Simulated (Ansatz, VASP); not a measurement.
# One calculation of RbBr3, two programs

```xyz
4
Lattice="-2.2586 2.2586 6.4370 2.2586 -2.2586 6.4370 2.2586 2.2586 -6.4370" Properties=species:S:1:pos:R:3 pbc="T T T"
Rb    0.0000    0.0000    0.0000
Br    0.0000    2.2586    3.2185
Br    2.2586    0.0000    3.2185
Br    0.0000    0.0000    6.4370
```

Alike in both runs: task single point; functional PBE; k mesh 7 × 7 × 7; occupations gaussian, width 0.4 eV; no spin polarisation.

|  | VASP | Ansatz |
| --- | --- | --- |
| version | VASP 6.6.1 | Ansatz 0.2.0 |
| potentials or method | VASP PAW PBE potentials, release 64 (Rb_sv, Br), cutoff 500 eV | scalar-relativistic, plane waves, PAW |
| valence electrons in the cell | 30 | 30 |

```tsv
	VASP	Ansatz	Ansatz less VASP
gap on the k mesh at the Fermi level (eV)	none	none	-
pressure (GPa)	1.0	1.0	-0.03
```

A gap of «none» marks a metal or a gap that the smearing closes. The functional is the same, so the differences come from potentials, cutoffs and numerics.
